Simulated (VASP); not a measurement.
# Cu (Fm-3m) in VASP: a series of runs, part 2 of 2

VASP 6.6.1. Earlier steps stand in the parts before.

## 4. Relaxation of cell and atoms, PBE, target pressure 21.1 GPa, at which the enthalpy is minimised

Contents of INCAR:

```
SYSTEM = Cu
  ALGO = Normal
  EDIFF = 1E-6
  EDIFFG = -0.002
  ENCUT = 600
  GGA = PE
  IBRION = 2
  ISIF = 3
  ISMEAR = 0
  LASPH = .TRUE.
  LCHARG = .FALSE.
  LREAL = .FALSE.
  LWAVE = .FALSE.
  NELM = 100
  NSW = 100
  PREC = Accurate
  PSTRESS = 211.0
  SIGMA = 0.1
```

Contents of KPOINTS:

```
k-points
0
G
  20 20 20
  0 0 0
```

Contents of POSCAR:

```
Cu
1.0
    0.0000000000      1.7476551505      1.7476551505
    1.7476551505      0.0000000000      1.7476551505
    1.7476551505      1.7476551505      0.0000000000
Cu
1
Direct
    0.0000000000      0.0000000000      0.0000000000
```

Potentials or basis: VASP PAW PBE potentials, release 64 (Cu).

Launch:

```
$ cat potpaw_PBE.64/Cu/POTCAR > POTCAR
$ mpirun -np 1 vasp_std > vasp.out
```

OUTCAR:

```text
SYSTEM = Cu
   EDIFF = 1E-6
   EDIFFG = -0.002
   ENCUT = 600
   GGA = PE
   IBRION = 2
   ISIF = 3
   ISMEAR = 0
   LASPH = .TRUE.
   LREAL = .FALSE.
   NELM = 100
   NSW = 100
   PREC = Accurate
   PSTRESS = 211.0

 ion  position               nearest neighbor table
   1  0.000  0.000  0.000-

  LATTYP: Found a face centered cubic cell.
 ALAT       =     3.4953103010

  Lattice vectors:

 A1 = (   0.0000000000,   1.7476551505,   1.7476551505)
 A2 = (   1.7476551505,   0.0000000000,   1.7476551505)
 A3 = (   1.7476551505,   1.7476551505,   0.0000000000)

Analysis of symmetry for initial positions (statically):
=====================================================================
 Subroutine PRICEL returns:
 Original cell was already a primitive cell.

 Routine SETGRP: Setting up the symmetry group for a
 face centered cubic supercell.

 Subroutine GETGRP returns: Found 48 space group operations
 (whereof 48 operations were pure point group operations)
 out of a pool of 48 trial point group operations.

The static configuration has the point symmetry O_h .

Analysis of symmetry for dynamics (positions and initial velocities):
=====================================================================
 Subroutine PRICEL returns:
 Original cell was already a primitive cell.

 Routine SETGRP: Setting up the symmetry group for a
 face centered cubic supercell.

 Subroutine GETGRP returns: Found 48 space group operations
 (whereof 48 operations were pure point group operations)
 out of a pool of 48 trial point group operations.

The dynamic configuration has the point symmetry O_h .

 Subroutine INISYM returns: Found 48 space group operations
 (whereof 48 operations are pure point group operations),
 and found     1 'primitive' translations

----------------------------------------------------------------------------------------

                                     Primitive cell

  volume of cell :      10.6757

  direct lattice vectors                    reciprocal lattice vectors
     0.000000000  1.747655150  1.747655150    -0.286097632  0.286097632  0.286097632
     1.747655150  0.000000000  1.747655150     0.286097632 -0.286097632  0.286097632
     1.747655150  1.747655150  0.000000000     0.286097632  0.286097632 -0.286097632

  length of vectors
     2.471557616  2.471557616  2.471557616     0.495535634  0.495535634  0.495535634

  position of ions in fractional coordinates (direct lattice)
     0.000000000  0.000000000  0.000000000

  ion indices of the primitive-cell ions
   primitive index   ion index
                 1           1

----------------------------------------------------------------------------------------

 KPOINTS: k-points

Automatic generation of k-mesh.
 Grid dimensions read from file:
 generate k-points for:   20   20   20

 Generating k-lattice:

  Cartesian coordinates                     Fractional coordinates (reciprocal lattice)
    -0.014304882  0.014304882  0.014304882     0.050000000  0.000000000  0.000000000
     0.014304882 -0.014304882  0.014304882     0.000000000  0.050000000  0.000000000
     0.014304882  0.014304882 -0.014304882     0.000000000  0.000000000  0.050000000
[... 53 lines left out ...]
   LSORBIT =      F    spin-orbit coupling
   LASPH  =      T    aspherical Exc in radial PAW
   ENCUT  =  600.0 eV  44.10 Ry    6.64 a.u.   4.94  4.94  4.94*2*pi/ulx,y,z
   NELM   =    100;   NELMIN=  2; NELMDL= -5     # of ELM steps
   EDIFF  = 0.1E-05   stopping-criterion for ELM
   LREAL  =      F    real-space projection
   EDIFFG = -.2E-02   stopping-criterion for IOM
   NSW    =    100    number of steps for IOM
   IBRION =      2    ionic relax: 0-MD 1-quasi-New 2-CG
   NFREE  =      1    steps in history (QN), initial steepest desc. (CG)
   ISIF   =      3    stress and relaxation
   ISYM   =      2    0-nonsym 1-usesym 2-fastsym
   POTIM  = 0.5000    time-step for ionic-motion
   TEBEG  =    0.0;   TEEND  =   0.0 temperature during run
   PSTRESS=  211.0 pullay stress
   NELECT =      11.0000    total number of electrons
   NUPDOWN=      -1.0000    fix difference up-down
   EMIN   =  10.00;   EMAX   =-10.00  energy-range for DOS
   EFERMI =   0.00;   METHOD = LEGACY
   ISMEAR =     0;   SIGMA  =   0.10  broadening in eV -4-tet -1-fermi 0-gaus
   EFERMI_NEDOS =   21; number of points for ismear=-14 and -15
   IALGO  =     38    algorithm
   IMIX   =      4    mixing-type and parameters
     AMIX     =   0.40;   BMIX     =  1.00
     AMIX_MAG =   1.60;   BMIX_MAG =  1.00
  volume/ion in A,a.u.               =      10.68        72.04
  Fermi-wavevector in a.u.,A,eV,Ry     =   1.653509  3.124680 37.199596  2.734093
  Thomas-Fermi vector in A             =   2.741935
   LORBIT       =      0    0 simple, 1 ext, 2 COOP (PROOUT), +10 PAW based schemes
   GGA     = PE    functional components
   LHFCALC =     F    Hartree Fock is set to
   AEXX    =    0.0000 exact exchange contribution
   IVDW    =     0    specifies the selected vdW correction
   LEPSILON=     F    determine dielectric tensor
   LRPA    =     F    only Hartree local field effects (RPA)
 conjugate gradient relaxation of ions
 non-spin polarized calculation
 Gauss-broadening in eV      SIGMA  =   0.10
  energy-cutoff  :      600.00
  volume of cell :       10.68
 maximum number of plane-waves:       368
   NGX =  9   NGY =  9   NGZ =  9

--------------------------------------- Ionic step        1  -------------------------------------------

 number of electron      10.9999989 magnetization

 Free energy of the ion-electron system (eV)
  ---------------------------------------------------
  ext. energy  EPLUGINS =         0.00000000
  ---------------------------------------------------
  free energy    TOTEN  =        -3.64884359 eV

  energy without entropy =       -3.64760413  energy(sigma->0) =       -3.64822386

------------------------ aborting loop because EDIFF is reached ----------------------------------------

  FORCE on cell =-STRESS in cart. coord.  units (eV):
  Direction    XX          YY          ZZ          XY          YZ          ZX
  --------------------------------------------------------------------------------------
  -------------------------------------------------------------------------------------
  Total        1.4541347      1.4541347      1.4541347     -0.0000000      0.0000000     -0.0000000
  in kB      218.2317819    218.2317819    218.2317819     -0.0000000      0.0000000     -0.0000000
  external PRESSURE =       7.2317819 kB  Pullay stress =     211.0000000 kB
[... 94 lines left out ...]
  energy  without entropy=       -3.6513978357  energy(sigma->0) =       -3.65201836

  enthalpy is  TOTEN    =        -2.2429631135 eV   P V=        1.4096757761

[... ionic steps 4 to 8 ...]

--------------------------------------- Ionic step        9  -------------------------------------------

 number of electron      10.9999989 magnetization

------------------------ aborting loop because EDIFF is reached ----------------------------------------
[... 69 lines left out ...]
--------------------------------------- Ionic step       11  -------------------------------------------

 number of electron      10.9999989 magnetization

 Free energy of the ion-electron system (eV)
  ---------------------------------------------------
  ext. energy  EPLUGINS =         0.00000000
  ---------------------------------------------------
  free energy    TOTEN  =        -3.65304245 eV

  energy without entropy =       -3.65180106  energy(sigma->0) =       -3.65242175

 E-fermi :   8.8557     XC(G=0): -13.3055

 val. band max:        8.8403602578   @ k =  -0.4500   0.1000   0.0000
 cond. band min:       8.8734738303   @ k =   0.5000   0.2500   0.1000
 fundamental gap:      0.0331135725
 Fermi energy:         8.8557306618

 k-point     1 :       0.0000    0.0000    0.0000
  band No.  band energies     occupation
      1      -1.2582      2.00000
      2       5.5208      2.00000
      3       5.5208      2.00000
      4       5.5208      2.00000
      5       6.4783      2.00000
      6       6.4783      2.00000
      7      32.2386      0.00000
      8      35.6628      0.00000
      9      35.6628      0.00000
[... 265 lines left out ...]
 k-point    24 :      -0.3500    0.0500    0.0000
  band No.  band energies     occupation
      1       2.7527      2.00000
      2       5.5472      2.00000
      3       5.5942      2.00000
      4       5.7067      2.00000
      5       6.8424      2.00000
      6       7.1602      2.00000
      7      16.7588      0.00000
      8      29.7729      0.00000
      9      32.1791      0.00000

 [... further k-points ...]

------------------------ aborting loop because EDIFF is reached ----------------------------------------

  FORCE on cell =-STRESS in cart. coord.  units (eV):
  Direction    XX          YY          ZZ          XY          YZ          ZX
  --------------------------------------------------------------------------------------
  -------------------------------------------------------------------------------------
  Total        1.4110016      1.4110016      1.4110016      0.0000000     -0.0000000      0.0000000
  in kB      211.1379891    211.1379891    211.1379891      0.0000000     -0.0000000      0.0000000
  external PRESSURE =       0.1379891 kB  Pullay stress =     211.0000000 kB
[... 20 lines left out ...]
  energy  without entropy=       -3.6518010589  energy(sigma->0) =       -3.65242175

  enthalpy is  TOTEN    =        -2.2429630525 eV   P V=        1.4100793959

 reached required accuracy - stopping structural energy minimisation
```

CONTCAR:

```text
Cu
   1.00000000000000
     0.0000000000000000    1.7493655350153321    1.7493655350153321
     1.7493655350153321    0.0000000000000000    1.7493655350153321
     1.7493655350153321    1.7493655350153321   -0.0000000000000000
  Cu
     1
Direct
     0.0000000000000000    0.0000000000000000    0.0000000000000000

  0.00000000E+00  0.00000000E+00  0.00000000E+00
```

Run time: 71 s. Hardware: 1 thread of AMD EPYC 7R13 (Zen 3), shared host; peak memory 0.12 GiB.

Results:

- Free energy: -3.6530 eV
- Relaxed volume: 10.71 Å³/atom
- Relaxed cell: a = 2.474 Å, b = 2.474 Å, c = 2.474 Å, α = 60.00°, β = 60.00°, γ = 60.00°
- Space group after relaxing (to 0.1 Å): Fm-3m (No. 225)
- Energy change on relaxing (the run minimises the enthalpy): -4.2 meV/atom
- Ionic steps: 11
- Pressure after relaxing: 21.1 GPa
- Band gap on the k mesh: zero (an odd number of electrons rules out a gap without spin polarisation)

Step by step:
| step | energy change (eV) | largest force (eV/Å) | pressure (GPa) | volume (Å³) |
| --- | --- | --- | --- | --- |
| 1 | 0.0000 | 0.0000 | 21.82 | 10.68 |
| 2 | -0.0098 | 0.0000 | 20.33 | 10.75 |
| 3 | -0.0038 | 0.0000 | 21.13 | 10.70 |
| 4 | -0.0040 | 0.0000 | 21.14 | 10.71 |
| 5 | -0.0069 | 0.0000 | 20.71 | 10.73 |
| 6 | -0.0043 | 0.0000 | 21.06 | 10.71 |
| 7 | -0.0042 | 0.0000 | 21.14 | 10.71 |
| 8 | -0.0042 | 0.0000 | 20.85 | 10.71 |
| 9 | -0.0042 | 0.0000 | 21.30 | 10.71 |
| 10 | -0.0042 | 0.0000 | 21.02 | 10.71 |
| 11 | -0.0042 | 0.0000 | 21.11 | 10.71 |

Final structure:
```
Cu
1.0
     0.00000    1.74937    1.74937
     1.74937    0.00000    1.74937
     1.74937    1.74937    0.00000
Cu
1
Direct
  0.00000 0.00000 0.00000
```

Caveat: the cell is relaxed towards a set pressure, so the run minimises the enthalpy, not the energy.
